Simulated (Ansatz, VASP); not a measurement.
## TaS2: VASP beside Ansatz

```
CELL_PARAMETERS angstrom
3.41571 0.00000 0.00000
-1.70785 2.95809 0.00000
0.00000 0.00000 5.97493
ATOMIC_POSITIONS crystal
Ta 0.00000 0.00000 0.00000
S 0.33333 0.66667 0.25000
S 0.66667 0.33333 0.75000
```

Change from the starting cell: volume scaled by 1.06, crystal datasets.

Alike in both runs: task electric field gradients; functional LDA; k mesh 9 × 9 × 5; occupations fermi-dirac, width 0.03 eV; no spin polarisation.

|  | VASP | Ansatz |
| --- | --- | --- |
| version | VASP 6.6.1 | Ansatz 0.2.0 |
| potentials or method | VASP PAW LDA potentials, release 64 (Ta_pv, S), cutoff 400 eV | all-electron PAW with datasets made for the crystal, scalar-relativistic |

```tsv
	VASP	Ansatz	Ansatz less VASP
pressure (GPa)	-5.8	-6.0	-0.22
traceless stress, the component that is largest in VASP (GPa)	3.25	3.21	-0.039
rms of the force components (eV/Å)	0.043	0.062	+0.0192
size of Vzz on the site where it differs most (V/Å²)	136.1	167.5	+31.44
```

LDA's correlation is that of Perdew and Zunger in VASP and of Perdew and Wang (1992) in Ansatz. Atom by atom the forces differ by 0.019 eV/Å (rms over components). Ansatz ran all-electron here, and VASP with PAW potentials.

Neither program's run includes spin-orbit coupling.
